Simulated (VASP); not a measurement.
# Hf3C4 in VASP: single point with PBE

Aim: the single point of Hf3C4 with PBE.

Everything below comes from runs of VASP 6.6.1. Logs are shortened: lines on timing, memory, paths and dates and some standing lists are left out, and cuts for length are marked.

### 1 The cell of the first run

The typed cell holds 14 atoms: a = 6.491 Å, b = 6.561 Å, c = 6.561 Å, α = 60.98°, β = 60.36°, γ = 60.36°.

### 2 Single point, PBE (atoms taken out)

INCAR

```
PREC = Accurate ; ENCUT = 520
EDIFF = 1E-6 ; ISMEAR = 0
SIGMA = 0.1 ; LREAL = F
LASPH = T ; NELM = 60
ALGO = Fast ; ISIF = 2
LWAVE = F ; LCHARG = F
GGA = PE ; NBANDS = 59
```

KPOINTS

```
regular mesh
0
Gamma
  6 6 6
```

POSCAR

```
Hf3C4
1.0
   -0.0004670000      4.5897680000     -4.5897870000
    4.6298110000      4.6487330000      0.0594320000
    4.6297630000     -0.0593830000     -4.6487030000
Hf C
6 8
Direct
    0.2505017815      0.7506498380      0.2495596000
    0.2505999174      0.2506161062      0.2495277795
    0.7505487290      0.7505816236      0.2494899533
    0.2505717208      0.7506138594      0.7495409153
    0.2503489249      0.2506943170      0.7496296253
    0.7505141278      0.2505400985      0.7494461453
    0.4759761071      0.5006021503      0.9995233062
    0.4928003588      0.0083707243      0.0071737437
    0.0252282592      0.5006046864      0.9995700373
    0.0081900592      0.9929164829      0.9918524356
    0.4927955887      0.5083427741      0.5071887801
    0.4759620428      0.0006045899      0.4995648343
    0.0081769854      0.4929322328      0.4918516748
    0.0252527777      0.0005978702      0.4995192459
```

Potentials or basis: VASP PAW PBE potentials, release 64 (Hf_pv, C).

On the command line:

```sh
$ cat potpaw_PBE.64/Hf_pv/POTCAR potpaw_PBE.64/C/POTCAR > POTCAR
$ mpirun -np 1 vasp_std > vasp.out
```

OUTCAR:

```text
PREC = Accurate
   ENCUT = 520
   EDIFF = 1E-6
   ISMEAR = 0
   LREAL = F
   LASPH = T
   NELM = 60
   ISIF = 2
   GGA = PE

 ion  position               nearest neighbor table
   1  0.251  0.751  0.250-  14 2.32   7 2.32  11 2.33   8 2.33  10 2.33  13 2.33   3 3.25   3 3.25
                             4 3.28   4 3.28   2 3.28   2 3.28   5 3.33   5 3.33
   2  0.251  0.251  0.250-   9 2.22   7 2.22  14 2.22  12 2.22   8 2.24  13 2.24   5 3.28   1 3.28
                             1 3.28   5 3.28   3 3.28   6 3.28   6 3.28   3 3.28   4 3.33   4 3.33
   3  0.751  0.751  0.249-   9 2.32  12 2.32  10 2.33  13 2.33  11 2.33   8 2.33   1 3.25   1 3.25
                             4 3.28   2 3.28   2 3.28   4 3.28   6 3.33   6 3.33
   4  0.251  0.751  0.750-  14 2.22   9 2.22  12 2.22   7 2.22  10 2.24  11 2.24   5 3.28   1 3.28
                             1 3.28   5 3.28   3 3.28   6 3.28   3 3.28   6 3.28   2 3.33   2 3.33
   5  0.250  0.251  0.750-   9 2.32  12 2.32  10 2.33  13 2.33   8 2.33  11 2.33   6 3.25   6 3.25
                             2 3.28   4 3.28   2 3.28   4 3.28   1 3.33   1 3.33
   6  0.751  0.251  0.749-  14 2.32   7 2.32   8 2.33  11 2.33  13 2.33  10 2.33   5 3.25   5 3.25
                             4 3.28   2 3.28   2 3.28   4 3.28   3 3.33   3 3.33
   7  0.476  0.501  1.000-   2 2.22   4 2.22   1 2.32   6 2.32
   8  0.493  0.008  0.007-   2 2.24   6 2.33   5 2.33   1 2.33   3 2.33
   9  0.025  0.501  1.000-   2 2.22   4 2.22   5 2.32   3 2.32
  10  0.008  0.993  0.992-   4 2.24   5 2.33   3 2.33   1 2.33   6 2.33
  11  0.493  0.508  0.507-   4 2.24   1 2.33   6 2.33   3 2.33   5 2.33
  12  0.476  0.001  0.500-   4 2.22   2 2.22   3 2.32   5 2.32
  13  0.008  0.493  0.492-   2 2.24   5 2.33   3 2.33   1 2.33   6 2.33
  14  0.025  0.001  0.500-   4 2.22   2 2.22   6 2.32   1 2.32

  LATTYP: Found a base centered monoclinic cell.
 ALAT       =    11.3076634366
 B/A-ratio  =     0.5888303072
 C/A-ratio  =     0.5740289001
 COS(beta)  =    -0.5739115756

  Lattice vectors:

 A1 = (  -4.6298110000,  -4.6487330000,  -0.0594320000)
 A2 = (  -4.6297630000,   0.0593830000,   4.6487030000)
 A3 = (  -0.0004670000,   4.5897680000,  -4.5897870000)

Analysis of symmetry for initial positions (statically):
=====================================================================
 Subroutine PRICEL returns:
 Original cell was already a primitive cell.

 Routine SETGRP: Setting up the symmetry group for a
 base centered monoclinic supercell.

 Subroutine GETGRP returns: Found  1 space group operations
 (whereof  1 operations were pure point group operations)
 out of a pool of  4 trial point group operations.

The static configuration has the point symmetry C_1 .

Analysis of symmetry for dynamics (positions and initial velocities):
=====================================================================
[... 157 lines left out ...]
  Thomas-Fermi vector in A             =   2.396885
   LORBIT       =      0    0 simple, 1 ext, 2 COOP (PROOUT), +10 PAW based schemes
   GGA     = PE    functional components
   LHFCALC =     F    Hartree Fock is set to
   AEXX    =    0.0000 exact exchange contribution
   IVDW    =     0    specifies the selected vdW correction
   LEPSILON=     F    determine dielectric tensor
   LRPA    =     F    only Hartree local field effects (RPA)
 non-spin polarized calculation
 RMM-DIIS sequential band-by-band and
 Gauss-broadening in eV      SIGMA  =   0.10
  energy-cutoff  :      520.00
  volume of cell :      200.10
 maximum number of plane-waves:      5409
   NGX = 25   NGY = 25   NGZ = 25

 number of electron      91.9999995 magnetization

 Free energy of the ion-electron system (eV)
  ---------------------------------------------------
  ext. energy  EPLUGINS =         0.00000000
  ---------------------------------------------------
  free energy    TOTEN  =      -129.93698414 eV

  energy without entropy =     -129.90022796  energy(sigma->0) =     -129.91860605

 E-fermi :   3.5310     XC(G=0): -11.0704

 val. band max:        3.5257636063   @ k =  -0.0000   0.5000   0.5000
 cond. band min:       3.5347360075   @ k =  -0.3333  -0.1667   0.1667
 fundamental gap:      0.0089724012
 Fermi energy:         3.5309709156

 k-point     1 :       0.0000    0.0000    0.0000
  band No.  band energies     occupation
      1     -26.2837      2.00000
      2     -26.2392      2.00000
      3     -26.1999      2.00000
      4     -26.0910      2.00000
      5     -26.0852      2.00000
      6     -26.0560      2.00000
[... 1453 lines left out ...]
     57       8.1831      0.00000
     58       8.7455      0.00000

 [... further k-points ...]

 [bands above 58 left out]

------------------------ aborting loop because EDIFF is reached ----------------------------------------

  FORCE on cell =-STRESS in cart. coord.  units (eV):
  Direction    XX          YY          ZZ          XY          YZ          ZX
  --------------------------------------------------------------------------------------
  -------------------------------------------------------------------------------------
  Total        0.1379825     -0.4848003     -0.4858189      0.0101742     -0.0684213     -0.0094304
  in kB        1.1047959     -3.8816903     -3.8898461      0.0814623     -0.5478342     -0.0755075
  external PRESSURE =      -2.2222468 kB  Pullay stress =       0.0000000 kB

 VOLUME and BASIS-vectors are now :
 -----------------------------------------------------------------------------
  energy-cutoff  :      520.00
  volume of cell :      200.10
      direct lattice vectors                 reciprocal lattice vectors
    -0.000467000  4.589768000 -4.589787000    -0.107979895  0.108933020 -0.108931479
     4.629811000  4.648733000  0.059432000     0.107989759  0.106204541  0.106193114
     4.629763000 -0.059383000 -4.648703000     0.107992007 -0.106194654 -0.106205203

 POSITION                                       TOTAL-FORCE (eV/Angst)
 -----------------------------------------------------------------------------------
      4.63065      4.62450     -2.26527        -0.001135     -0.001724      0.001641
      2.31544      2.30043     -2.29529         0.001356     -0.001099     -0.000283
      4.62978      6.91928     -4.56005         0.001692     -0.000148     -0.000401
      6.94528      4.59496     -4.58985        -0.000581      0.000589     -0.000225
      4.63116      2.26994     -4.61895        -0.003391      0.001362      0.000222
      4.62936      4.56488     -6.91376         0.002833      0.001661     -0.000883
      6.94503      4.45243     -6.80136        -0.000112      0.013143     -0.012428
      0.07174      2.30033     -2.29470        -0.004578     -0.002387     -0.002358
      6.94547      2.38361     -4.73274         0.000152     -0.012203      0.013540
      9.18905      4.59449     -4.58941         0.003914      0.000427      0.001150
      4.70146      4.59485     -4.58938        -0.003970     -0.001145     -0.001534
      2.31544      2.15770     -4.50686         0.001153      0.012894     -0.011681
      4.55934      2.29983     -2.29471         0.003255      0.000865      0.000407
      2.31541      0.08902     -2.43799        -0.000589     -0.012235      0.012833
 -----------------------------------------------------------------------------------
    total drift:                                0.000149      0.000426     -0.000019

  FREE ENERGIE OF THE ION-ELECTRON SYSTEM (eV)
  ---------------------------------------------------
  free  energy   TOTEN  =      -129.9369841399 eV

  energy  without entropy=     -129.9002279584  energy(sigma->0) =     -129.91860605
```

stdout:

```text
POSCAR found type information on POSCAR HfC
 POSCAR found :  2 types and      14 ions
 scaLAPACK will be used
 LDA part: xc-table for (Slater+PW92), standard interpolation
 POSCAR, INCAR and KPOINTS ok, starting setup
 FFT: planning ... GRIDC
 FFT: planning ... GRID_SOFT
 FFT: planning ... GRID
 WAVECAR not read
 entering main loop
```

Run time: 48 min. Hardware: 1 thread of Oxide Virtual Turin-like, shared host; peak memory 0.95 GiB.

What came out:

| Property | Result |
| --- | --- |
| Free energy | -129.9370 eV |
| Pressure | -0.2 GPa |
| Largest force | 0.018 eV/Å |
| Band gap on the k mesh | zero (bands 46 and 47 overlap by 0.85 eV) |

Forces in eV/Å, atoms in the order of the input:
```
Hf  -0.001 -0.002  0.002
Hf   0.001 -0.001  0.000
Hf   0.002  0.000  0.000
Hf  -0.001  0.001  0.000
Hf  -0.003  0.001  0.000
Hf   0.003  0.002 -0.001
C    0.000  0.013 -0.012
C   -0.005 -0.002 -0.002
C    0.000 -0.012  0.014
C    0.004  0.000  0.001
C   -0.004 -0.001 -0.002
C    0.001  0.013 -0.012
C    0.003  0.001  0.000
C   -0.001 -0.012  0.013
```

Caveat: the cell differs from its parent crystal (atoms taken out); spin-orbit coupling is left out, which moves the levels of the heavy elements.
